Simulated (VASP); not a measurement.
# Cu3N (d3) (Pm-3m) in VASP: notebook, part 2 of 2

VASP 6.6.1.

## (3) Single point, PBE+D3(BJ)

This run uses another cell than the first one, of 13.53 Å³/atom, 0.975 times its volume.

INCAR reads:

```
PREC     = Accurate       # precision mode
ENCUT    = 600            # plane-wave cutoff, eV
EDIFF    = 1E-6           # SCF threshold, eV
ISMEAR   = 0              # smearing method
SIGMA    = 0.01           # smearing width, eV
LREAL    = False          # projectors in reciprocal space
LASPH    = True           # aspherical terms in the spheres
NELM     = 120            # most SCF steps
ALGO     = Normal         # electronic algorithm
ISIF     = 2              # what is computed and relaxed
LWAVE    = False          # write WAVECAR
LCHARG   = False          # write CHGCAR
GGA      = PE             # functional
IVDW     = 12             # dispersion correction
NBANDS   = 27             # bands
GGA_COMPAT= False
```

KPOINTS reads:

```
regular mesh
0
Gamma
  10 10 10
```

POSCAR reads:

```
Cu3N
1.0
    3.7827557295      0.0000000000      0.0000000000
    0.0000000000      3.7827557295      0.0000000000
    0.0000000000      0.0000000000      3.7827557295
Cu N
3 1
Direct
    0.0000000000      0.0000000000      0.5000000000
    0.0000000000      0.5000000000      0.0000000000
    0.5000000000      0.0000000000      0.0000000000
    0.0000000000      0.0000000000      0.0000000000
```

Potentials or basis: VASP PAW PBE potentials, release 64 (Cu, N).

Run with:

```bash
$ cat potpaw_PBE.64/Cu/POTCAR potpaw_PBE.64/N/POTCAR > POTCAR
$ mpirun -np 1 vasp_std > vasp.out
```

Wall time 2.1 min (1 thread of Intel Xeon 8259CL, shared host); peak memory 0.23 GiB.

The run converged. Its results:

| Item | Value |
| --- | --- |
| Free energy | -19.7700 eV |
| Pressure | 0.7 GPa |
| Band gap on the k mesh | 0.13 eV, indirect (least direct gap 0.68 eV) |
| Dispersion energy per atom | -0.353 eV |

Levels at points of the mesh, in eV from the valence-band top:
| k point | band 16 | band 17 | band 18 | band 19 | band 20 | band 21 | band 22 | band 23 |
| --- | --- | --- | --- | --- | --- | --- | --- | --- |
| (0.00, 0.00, 0.00) | -1.89 | -1.89 | -1.89 | -1.84 | 1.07 | 5.39 | 5.39 | 6.64 |
| (0.50, 0.00, 0.00) | -2.25 | -1.88 | -1.46 | -1.46 | 1.64 | 3.36 | 6.94 | 7.27 |
| (0.50, 0.50, 0.00) | -2.21 | -1.10 | -1.10 | -0.71 | 0.13 | 3.67 | 4.89 | 4.89 |
| (0.50, 0.50, 0.50) | -1.93 | 0.00 | 0.00 | 0.00 | 0.74 | 0.74 | 0.74 | 6.14 |

A k mesh can miss the band edges.

## (4) Relaxation of cell and atoms, PBE+D3(BJ)

INCAR reads:

```
ALGO = Normal ; EDIFF = 1E-7
EDIFFG = -0.002 ; ENCUT = 600
GGA = PE ; GGA_COMPAT = False
IBRION = 2 ; ISIF = 3
ISMEAR = 0 ; IVDW = 12
LASPH = True ; LCHARG = False
LREAL = False ; LWAVE = False
NELM = 120 ; NELMIN = 4
NSW = 100 ; PREC = Accurate
SIGMA = 0.01
```

KPOINTS reads:

```
k-points
0
Gamma
  10 10 10
```

POSCAR reads:

```
Cu3N
1.0
    3.8147060000      0.0000000000      0.0000000000
    0.0000000000      3.8147060000      0.0000000000
    0.0000000000      0.0000000000      3.8147060000
Cu N
3 1
Direct
    0.0000000000      0.0000000000      0.5000000000
    0.0000000000      0.5000000000      0.0000000000
    0.5000000000      0.0000000000      0.0000000000
    0.0000000000      0.0000000000      0.0000000000
```

Potentials or basis: VASP PAW PBE potentials, release 64 (Cu, N).

Run with:

```bash
$ cat potpaw_PBE.64/Cu/POTCAR potpaw_PBE.64/N/POTCAR > POTCAR
$ mpirun -np 1 vasp_std > vasp.out
```

OUTCAR:

```text
EDIFF = 1E-7
   EDIFFG = -0.002
   ENCUT = 600
   GGA = PE
   IBRION = 2
   ISIF = 3
   ISMEAR = 0
   IVDW = 12
   LASPH = True
   LREAL = False
   NELM = 120
   NELMIN = 4
   NSW = 100
   PREC = Accurate
 IVDW          = 12

 ion  position               nearest neighbor table
   1  0.000  0.000  0.500-   4 1.91   4 1.91   2 2.70   2 2.70   3 2.70   3 2.70   2 2.70   2 2.70
                             3 2.70   3 2.70
   2  0.000  0.500  0.000-   4 1.91   4 1.91   1 2.70   1 2.70   1 2.70   3 2.70   3 2.70   1 2.70
                             3 2.70   3 2.70
   3  0.500  0.000  0.000-   4 1.91   4 1.91   1 2.70   1 2.70   2 2.70   1 2.70   2 2.70   2 2.70
                             1 2.70   2 2.70
   4  0.000  0.000  0.000-   1 1.91   2 1.91   3 1.91   1 1.91   2 1.91   3 1.91

  LATTYP: Found a simple cubic cell.
 ALAT       =     3.8147060000

  Lattice vectors:

 A1 = (   3.8147060000,   0.0000000000,   0.0000000000)
[... 185 lines left out ...]

 Edisp (eV)   -1.37448

 E8    (eV) :    -0.5588
[... 75 lines left out ...]
--------------------------------------- Ionic step        3  -------------------------------------------

 number of electron      37.9999991 magnetization

 Free energy of the ion-electron system (eV)
  ---------------------------------------------------
  ext. energy  EPLUGINS =         0.00000000
  ---------------------------------------------------
  free energy    TOTEN  =       -18.36530246 eV

  energy without entropy =      -18.36530246  energy(sigma->0) =      -18.36530246

 E-fermi :   5.2209     XC(G=0): -10.8985

 val. band max:        5.1450552185   @ k =   0.5000   0.5000   0.5000
 cond. band min:       5.2885252037   @ k =   0.5000   0.5000   0.0000
 fundamental gap:      0.1434699852
 Fermi energy:         5.2209091513

 k-point     1 :       0.0000    0.0000    0.0000
  band No.  band energies     occupation
      1     -11.8722      2.00000
      2      -0.2299      2.00000
      3       0.2599      2.00000
      4       0.2599      2.00000
      5       0.2599      2.00000
      6       1.1695      2.00000
[... 613 lines left out ...]
     22      10.2163      0.00000
     23      11.6364      0.00000

 [... further k-points ...]

------------------------ aborting loop because EDIFF is reached ----------------------------------------

 Edisp (eV)   -1.40610

 E8    (eV) :    -0.5720
[... 27 lines left out ...]
  FREE ENERGIE OF THE ION-ELECTRON SYSTEM (eV)
  ---------------------------------------------------
  free  energy   TOTEN  =       -19.7713999311 eV

  energy  without entropy=      -19.7713999311  energy(sigma->0) =      -19.77139993

 reached required accuracy - stopping structural energy minimisation
```

CONTCAR:

```text
Cu3N
   1.00000000000000
     3.7879014978384697    0.0000000000000000   -0.0000000000000000
    -0.0000000000000000    3.7879014978384697    0.0000000000000000
     0.0000000000000000    0.0000000000000000    3.7879014978384697
  Cu              N
     3     1
Direct
     0.0000000000000000    0.0000000000000000    0.5000000000000000
     0.0000000000000000    0.5000000000000000    0.0000000000000000
     0.5000000000000000    0.0000000000000000    0.0000000000000000
     0.0000000000000000    0.0000000000000000    0.0000000000000000

  0.00000000E+00  0.00000000E+00  0.00000000E+00
  0.00000000E+00  0.00000000E+00  0.00000000E+00
  0.00000000E+00  0.00000000E+00  0.00000000E+00
  0.00000000E+00  0.00000000E+00  0.00000000E+00
```

Run time: 6.3 min. Hardware: 1 thread of Intel Xeon 8259CL, shared host; peak memory 0.23 GiB.

What came out:

- Free energy: -19.7714 eV
- Relaxed volume: 13.59 Å³/atom
- Relaxed cell: a = 3.788 Å, b = 3.788 Å, c = 3.788 Å, α = 90.00°, β = 90.00°, γ = 90.00°
- Space group after relaxing (to 0.05 Å): Pm-3m (No. 221)
- Energy gained by relaxing: 2.3 meV/atom
- Ionic steps: 3
- Pressure after relaxing: 0.0 GPa
- Band gap on the k mesh: 0.14 eV, indirect (least direct gap 0.69 eV)
- Dispersion energy per atom: -0.352 eV

Step by step:
```
step  energy change (eV)  largest force (eV/Å)  pressure (GPa)  volume (Å³)
   1              0.0000                0.0000           -2.54        55.51
   2             -0.0069                0.0000            1.40        53.76
   3             -0.0094                0.0000            0.01        54.35
```

Final structure:
```
Cu N
1.0
     3.78790    0.00000    0.00000
     0.00000    3.78790    0.00000
     0.00000    0.00000    3.78790
Cu N
3 1
Direct
  0.00000 0.00000 0.50000
  0.00000 0.50000 0.00000
  0.50000 0.00000 0.00000
  0.00000 0.00000 0.00000
```

Levels at points of the mesh, in eV from the valence-band top:
```
           k point  band 17  band 18  band 19  band 20  band 21  band 22
(0.00, 0.00, 0.00)    -1.87    -1.87    -1.83     1.06     5.37     5.37
(0.50, 0.00, 0.00)    -1.87    -1.45    -1.45     1.63     3.35     6.91
(0.50, 0.50, 0.00)    -1.10    -1.10    -0.71     0.14     3.65     4.88
(0.50, 0.50, 0.50)     0.00     0.00     0.00     0.76     0.76     0.76
```

## (5) Overview

```tsv
task	cell	k mesh	smearing	gap on the mesh (eV)	pressure (GPa)
single point	a = 3.815 Å, 4 atoms	6 × 6 × 6	gaussian 0.1 eV	0.21	-2.2
single point	a = 3.783 Å, 4 atoms	10 × 10 × 10	gaussian 0.01 eV	0.13	0.7
relaxation of cell and atoms	relaxed from a = 3.815 Å, 4 atoms	10 × 10 × 10	gaussian 0.01 eV	0.14	0.0
```

Alike in all rows: level PBE+D3(BJ); potentials or basis VASP PAW PBE potentials, release 64 (Cu, N); no spin polarisation; cutoff (eV) 600.

Absolute energies hang on the potentials; compare differences alone.
